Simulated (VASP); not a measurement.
# Si2O (Ima2) in VASP: further runs, part 2 of 2

VASP 6.6.1. The steps go on from the part before.

**4. Single point, PBE, collinear spin, ferromagnetic start**

Input file INCAR:

```
PREC = Accurate
ENCUT = 520
EDIFF = 1E-7
ISMEAR = 0
SIGMA = 0.1
LREAL = False
LASPH = True
NELM = 150
ALGO = Normal
ISIF = 2
LWAVE = False
LCHARG = False
ISPIN = 2
MAGMOM = 0 0 0 0 1 1
LORBIT = 11
GGA = PE
NBANDS = 27
```

Input file KPOINTS:

```
Automatic mesh
0
Gamma
  6 6 6
```

Input file POSCAR:

```
Si2O
1.0
   -3.2716576300      3.3590613200      1.9541120500
    3.2716576300     -3.3590613200      1.9541120500
    3.2716576300      3.3590613200     -1.9541120500
Si O
4 2
Direct
    0.8154078200      0.0676450300      0.9209450600
    0.8154078200      0.3944627600      0.2477627900
    0.1466999600      0.8944627600      0.0790549400
    0.1466999600      0.5676450300      0.7522372100
    0.5622307800      0.7878922100      0.2743385700
    0.5135536500      0.2878922100      0.7256614300
```

Potentials or basis: VASP PAW PBE potentials, release 64 (Si, O).

Started as:

```
$ cat potpaw_PBE.64/Si/POTCAR potpaw_PBE.64/O/POTCAR > POTCAR
$ mpirun -np 1 vasp_std > vasp.out
```

OUTCAR:

```text
PREC = Accurate
   ENCUT = 520
   EDIFF = 1E-7
   ISMEAR = 0
   LREAL = False
   LASPH = True
   NELM = 150
   ISIF = 2
   ISPIN = 2
   LORBIT = 11
   GGA = PE

 ion  position               nearest neighbor table
   1  0.815  0.068  0.921-   2 2.14   4 2.26   4 2.26   5 2.40   3 2.50   3 3.11   3 3.11
   2  0.815  0.394  0.248-   1 2.14   3 2.26   3 2.26   5 2.40   4 2.50   4 3.11   4 3.11
   3  0.147  0.894  0.079-   4 2.14   2 2.26   2 2.26   6 2.40   1 2.50   1 3.11   1 3.11
   4  0.147  0.568  0.752-   3 2.14   1 2.26   1 2.26   6 2.40   2 2.50   2 3.11   2 3.11
   5  0.562  0.788  0.274-   1 2.40   2 2.40
   6  0.514  0.288  0.726-   4 2.40   3 2.40

  LATTYP: Found a body centered orthorhombic cell.
 ALAT       =     3.9082241000
 B/A-ratio  =     1.6742425952
 C/A-ratio  =     1.7189706803

  Lattice vectors:

 A1 = (   3.2716576300,  -3.3590613200,   1.9541120500)
 A2 = (  -3.2716576300,  -3.3590613200,  -1.9541120500)
 A3 = (   3.2716576300,   3.3590613200,  -1.9541120500)

Analysis of symmetry for initial positions (statically):
=====================================================================
 Subroutine PRICEL returns:
 Original cell was already a primitive cell.

 Routine SETGRP: Setting up the symmetry group for a
 body centered orthorhombic supercell.

 Subroutine GETGRP returns: Found  4 space group operations
 (whereof  2 operations were pure point group operations)
 out of a pool of  8 trial point group operations.

The static configuration has the point symmetry C_2 .
 The point group associated with its full space group is C_2v.

Analysis of symmetry for dynamics (positions and initial velocities):
=====================================================================
 Subroutine PRICEL returns:
 Original cell was already a primitive cell.

 Routine SETGRP: Setting up the symmetry group for a
 body centered orthorhombic supercell.

 Subroutine GETGRP returns: Found  4 space group operations
 (whereof  2 operations were pure point group operations)
 out of a pool of  8 trial point group operations.

The dynamic configuration has the point symmetry C_2 .
 The point group associated with its full space group is C_2v.

Analysis of structural, dynamic, and magnetic symmetry:
=====================================================================
 Subroutine PRICEL returns:
 Original cell was already a primitive cell.

 Routine SETGRP: Setting up the symmetry group for a
 body centered orthorhombic supercell.

 Subroutine GETGRP returns: Found  4 space group operations
 (whereof  2 operations were pure point group operations)
 out of a pool of  8 trial point group operations.

The overall configuration has the point symmetry C_2 .
 The point group associated with its full space group is C_2v.

 Subroutine INISYM returns: Found  4 space group operations
 (whereof  2 operations are pure point group operations),
 and found     1 'primitive' translations

----------------------------------------------------------------------------------------

                                     Primitive cell

  volume of cell :      85.9004

  direct lattice vectors                    reciprocal lattice vectors
    -3.271657630  3.359061320  1.954112050     0.000000000  0.148851108  0.255870691
     3.271657630 -3.359061320  1.954112050     0.152827727  0.000000000  0.255870691
     3.271657630  3.359061320 -1.954112050     0.152827727  0.148851108  0.000000000

  length of vectors
     5.079920325  5.079920325  5.079920325     0.296017673  0.298037119  0.213337682

[... 100 lines left out ...]
   NUPDOWN=      -1.0000    fix difference up-down
   EMIN   =  10.00;   EMAX   =-10.00  energy-range for DOS
   EFERMI =   0.00;   METHOD = LEGACY
   ISMEAR =     0;   SIGMA  =   0.10  broadening in eV -4-tet -1-fermi 0-gaus
   EFERMI_NEDOS =   21; number of points for ismear=-14 and -15
   IALGO  =     38    algorithm
   IMIX   =      4    mixing-type and parameters
     AMIX     =   0.40;   BMIX     =  1.00
     AMIX_MAG =   1.60;   BMIX_MAG =  1.00
  volume/ion in A,a.u.               =      14.32        96.61
  Fermi-wavevector in a.u.,A,eV,Ry     =   1.126667  2.129093 17.270958  1.269380
  Thomas-Fermi vector in A             =   2.263350
   LORBIT       =     11    0 simple, 1 ext, 2 COOP (PROOUT), +10 PAW based schemes
   GGA     = PE    functional components
   LHFCALC =     F    Hartree Fock is set to
   AEXX    =    0.0000 exact exchange contribution
   IVDW    =     0    specifies the selected vdW correction
   LEPSILON=     F    determine dielectric tensor
   LRPA    =     F    only Hartree local field effects (RPA)
 spin polarized calculation
 Gauss-broadening in eV      SIGMA  =   0.10
  energy-cutoff  :      520.00
  volume of cell :       85.90
 maximum number of plane-waves:      2336
 NGX is ok and might be reduce to    40
   NGX = 19   NGY = 19   NGZ = 19

 number of electron      28.0000007 magnetization      -0.0002398

 number of electron      28.0000007 magnetization       0.0000209

 Free energy of the ion-electron system (eV)
  ---------------------------------------------------
  ext. energy  EPLUGINS =         0.00000000
  ---------------------------------------------------
  free energy    TOTEN  =       -27.88269112 eV

  energy without entropy =      -27.85998986  energy(sigma->0) =      -27.87134049

 E-fermi :   5.5795     XC(G=0): -10.2892

 val. band max:        5.5732181960   @ k =  -0.3333  -0.3333   0.1667
 cond. band min:       5.5797518985   @ k =  -0.3333   0.1667   0.0000
 fundamental gap:      0.0065337025
 Fermi energy:         5.5794972691

 spin component 1

 k-point     1 :       0.0000    0.0000    0.0000
  band No.  band energies     occupation
      1     -11.6171      1.00000
      2     -10.8999      1.00000
      3      -5.5546      1.00000
      4      -1.4075      1.00000
      5      -0.1812      1.00000
      6       0.8006      1.00000
[... 685 lines left out ...]
     25      16.1078      0.00000
     26      16.1078      0.00000

 [... further k-points ...]

 spin component 2

 k-point     1 :       0.0000    0.0000    0.0000
  band No.  band energies     occupation
      1     -11.6171      1.00000
      2     -10.9000      1.00000
      3      -5.5546      1.00000
      4      -1.4075      1.00000
      5      -0.1812      1.00000
      6       0.8006      1.00000
[... 685 lines left out ...]
     25      16.1079      0.00000
     26      16.1079      0.00000

 [... further k-points ...]

 [bands above 26 left out]

------------------------ aborting loop because EDIFF is reached ----------------------------------------

  FORCE on cell =-STRESS in cart. coord.  units (eV):
  Direction    XX          YY          ZZ          XY          YZ          ZX
  --------------------------------------------------------------------------------------
  -------------------------------------------------------------------------------------
  Total       12.2538731     -1.0720892      2.3111511      0.0000000      0.0000000      0.0000000
  in kB      228.5539476    -19.9961447     43.1065920      0.0000000      0.0000000      0.0000000
  external PRESSURE =      83.8881316 kB  Pullay stress =       0.0000000 kB

 VOLUME and BASIS-vectors are now :
 -----------------------------------------------------------------------------
  energy-cutoff  :      520.00
  volume of cell :       85.90
      direct lattice vectors                 reciprocal lattice vectors
    -3.271657630  3.359061320  1.954112050     0.000000000  0.148851108  0.255870691
     3.271657630 -3.359061320  1.954112050     0.152827727  0.000000000  0.255870691
     3.271657630  3.359061320 -1.954112050     0.152827727  0.148851108  0.000000000

 POSITION                                       TOTAL-FORCE (eV/Angst)
 -----------------------------------------------------------------------------------
      0.56659      5.60529     -0.07405        -3.319071      2.044241     -0.432758
     -0.56659      2.24623      1.88007         3.319071      2.044241     -0.432758
      2.70506     -2.24623      1.88007         3.319071     -2.044241     -0.432758
      3.83825      1.11283     -0.07405        -3.319071     -2.044241     -0.432758
      1.63583      0.16351      2.10220         0.000000     -0.547921      0.865516
      1.63583      3.19555      0.14809         0.000000      0.547921      0.865516
 -----------------------------------------------------------------------------------
    total drift:                                0.000033     -0.000034      0.000006

  FREE ENERGIE OF THE ION-ELECTRON SYSTEM (eV)
  ---------------------------------------------------
  free  energy   TOTEN  =       -27.8826911220 eV

  energy  without entropy=      -27.8599898593  energy(sigma->0) =      -27.87134049

 total charge

# of ion       s       p       d       tot
------------------------------------------
    1        0.835   0.840   0.000   1.675
    2        0.835   0.840   0.000   1.675
    3        0.835   0.840   0.000   1.675
    4        0.835   0.840   0.000   1.675
    5        1.605   3.168   0.000   4.773
    6        1.605   3.168   0.000   4.773
--------------------------------------------------
tot          6.549   9.696   0.000  16.246

 magnetization (x)

# of ion       s       p       d       tot
------------------------------------------
    1        0.000   0.000   0.000   0.000
    2        0.000   0.000   0.000   0.000
    3        0.000   0.000   0.000   0.000
    4        0.000   0.000   0.000   0.000
    5       -0.000  -0.000   0.000  -0.000
    6       -0.000  -0.000   0.000  -0.000
--------------------------------------------------
tot          0.000   0.000   0.000   0.000
```

OSZICAR:

```text
N       E                     dE             d eps       ncg     rms          rms(c)
DAV:   1     0.859699126525E+02    0.85970E+02   -0.12375E+04  4968   0.912E+02
DAV:   2    -0.221299301858E+02   -0.10810E+03   -0.10127E+03  6229   0.173E+02
DAV:   3    -0.292584324320E+02   -0.71285E+01   -0.70261E+01  6184   0.409E+01
DAV:   4    -0.293244307780E+02   -0.65998E-01   -0.65934E-01  5919   0.464E+00
DAV:   5    -0.293251825336E+02   -0.75176E-03   -0.75167E-03  6064   0.489E-01    0.125E+01
DAV:   6    -0.293408819666E+02   -0.15699E-01   -0.21737E+01  5401   0.208E+01    0.116E+01
DAV:   7    -0.279118240815E+02    0.14291E+01   -0.98626E+00  6089   0.106E+01    0.383E+00
DAV:   8    -0.278774096026E+02    0.34414E-01   -0.56748E-01  5454   0.350E+00    0.120E+00
DAV:   9    -0.278813741708E+02   -0.39646E-02   -0.37964E-02  5788   0.965E-01    0.472E-01
DAV:  10    -0.278819473487E+02   -0.57318E-03   -0.46335E-03  5723   0.348E-01    0.246E-01
DAV:  11    -0.278825071416E+02   -0.55979E-03   -0.55092E-04  5585   0.142E-01    0.135E-01
DAV:  12    -0.278826719646E+02   -0.16482E-03   -0.18938E-04  5742   0.639E-02    0.384E-02
DAV:  13    -0.278826876859E+02   -0.15721E-04   -0.20317E-05  5614   0.255E-02    0.139E-02
DAV:  14    -0.278826905538E+02   -0.28679E-05   -0.52932E-06  5629   0.112E-02    0.542E-03
DAV:  15    -0.278826911162E+02   -0.56237E-06   -0.10733E-06  5635   0.544E-03    0.265E-03
DAV:  16    -0.278826911220E+02   -0.57801E-08   -0.23712E-07  5192   0.228E-03
   1 F= -.27882691E+02 E0= -.27871340E+02  d E =-.227013E-01  mag=     0.0000
```

stdout:

```text
POSCAR found type information on POSCAR SiO
 POSCAR found :  2 types and       6 ions
 scaLAPACK will be used
 LDA part: xc-table for (Slater+PW92), standard interpolation
 POSCAR, INCAR and KPOINTS ok, starting setup
 FFT: planning ... GRIDC
 FFT: planning ... GRID_SOFT
 FFT: planning ... GRID
 WAVECAR not read
 entering main loop
```

Run time: 1.9 min. Hardware: 1 thread of Intel Xeon 6975P-C (Granite Rapids), shared host; peak memory 0.36 GiB.

What came out:

- Free energy: -27.8827 eV
- Pressure: 8.4 GPa
- Largest force: 3.922 eV/Å
- Band gap on the k mesh: zero (filled and empty bands overlap)
- Net moment: 0.00 μB per cell
- Valence electrons inside the program's atomic spheres: Si 1.68; O 4.77

Forces in eV/Å, atoms in the order of the input:
```
Si  -3.319  2.044 -0.433
Si   3.319  2.044 -0.433
Si   3.319 -2.044 -0.433
Si  -3.319 -2.044 -0.433
O    0.000 -0.548  0.866
O    0.000  0.548  0.866
```

Stress tensor (GPa, compression positive):
```
22.86  0.00  0.00
 0.00 -2.00  0.00
 0.00  0.00  4.31
```

Caveat: the stress differs along the axes, from -2 to 23 GPa; forces of over 1 eV/Å act on the atoms, so gaps and moduli don't describe the material at rest.

**5. Summary**

| task | spin | cell | cutoff (eV) | gap on the mesh (eV) | pressure (GPa) | largest force (eV/Å) |
| --- | --- | --- | --- | --- | --- | --- |
| single point | off | as given | 520 | none | 8.4 | 3.92 |
| relaxation of cell and atoms | off | relaxed | 600 | none | 0.0 | 0.03 |
| single point | collinear, ferromagnetic start | as given | 520 | none | 8.4 | 3.92 |

Alike in all rows: level PBE; potentials or basis VASP PAW PBE potentials, release 64 (Si, O); k mesh 6 × 6 × 6; smearing gaussian 0.1 eV.

Caveats: the stress differs along the axes, from -2 to 23 GPa (at least some runs); forces of over 1 eV/Å act on the atoms, so gaps and moduli don't describe the material at rest (at least some runs).

Absolute energies hang on the potentials; compare differences alone.

The gap in the log of VASP goes by the Fermi energy; the results here count the filled bands.